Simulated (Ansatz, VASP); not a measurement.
# WS2 in VASP and in Ansatz

The input INCAR:

```
SYSTEM = WS2
  PREC = Accurate
  ENCUT = 520
  EDIFF = 1E-6
  ISMEAR = 1
  SIGMA = 0.02
  LREAL = .False.
  LASPH = .True.
  NELM = 150
  ALGO = Normal
  ISIF = 2
  LWAVE = .False.
  LCHARG = .False.
  LMAXMIX = 4
  LDAU = .True.
  LDAUTYPE = 1
  LDAUL = 2 -1
  LDAUU = 5.9 0
  LDAUJ = 0.9 0
  LDAUPRINT = 1
  GGA = CA
  NBANDS = 20
```

Contents of KPOINTS:

```
Automatic mesh
0
Gamma
  9 9 9
  0 0 0
```

File POSCAR:

```
WS2
1.0
    1.5790000000      0.9116360800      6.1633333300
   -1.5790000000      0.9116360800      6.1633333300
    0.0000000000     -1.8232721500      6.1633333300
W S
1 2
Direct
    0.0000000000      0.0000000000      0.0000000000
    0.2496999997      0.2496999997      0.2497000010
    0.4189999995      0.4189999995      0.4190000018
```

Input for Ansatz:

```yaml
crystal:
  lattice:
    - [1.579, 0.91163608, 6.16333333]
    - [-1.579, 0.91163608, 6.16333333]
    - [0.0, -1.82327215, 6.16333333]
  atoms:
    - { symbol: W, position: [0.0, 0.0, 0.0] }
    - { symbol: S, position: [0.24969999967854067, 0.24969999967854067, 0.24970000104805645] }
    - { symbol: S, position: [0.4189999994605869, 0.4189999994605869, 0.41900000175865304] }
basis:
  ecutwfc: 550.0
kpoints:
  mp_grid:
    grid: [9, 9, 9]
    shift: [0.0, 0.0, 0.0]
hamiltonian:
  xc: lda
  hubbard:
    - { species: W, l: d, u: 5.9, j: 0.9 }
scf:
  mixing:
    algorithm: broyden
    preconditioner: kerker_dos
  occupations:
    method: methfessel_paxton
    width: 0.02
  eigensolver:
    kind: auto
  initial_density:
    normalization: cell
output:
  forces: true
  stress: true
```

Alike in both runs: task single point; functional LDA; k mesh 9 × 9 × 9; occupations methfessel-paxton of order 1, width 0.02 eV; no spin polarisation; Hubbard terms W d U = 5.9 eV, J = 0.9 eV.

|  | VASP | Ansatz |
| --- | --- | --- |
| version | VASP 6.6.1 | Ansatz 0.2.0 |
| potentials or method | VASP PAW LDA potentials, release 64 (W_sv, S), cutoff 520 eV | plane waves, PAW |
| valence electrons in the cell | 26 | 26 |

```tsv
	VASP	Ansatz	Ansatz less VASP
pressure (GPa)	1.0	-3.3	-4.27
traceless stress, the component that is largest in VASP (GPa)	0.62	0.13	-0.487
rms of the force components (eV/Å)	0.276	0.269	-0.0069
```

LDA's correlation is that of Perdew and Zunger in VASP and of Perdew and Wang (1992) in Ansatz. The programs project onto different local orbitals, so the same U acts differently, and such runs can settle in different states. Atom by atom the forces differ by 0.234 eV/Å (rms over components).

Spin-orbit coupling is off throughout.
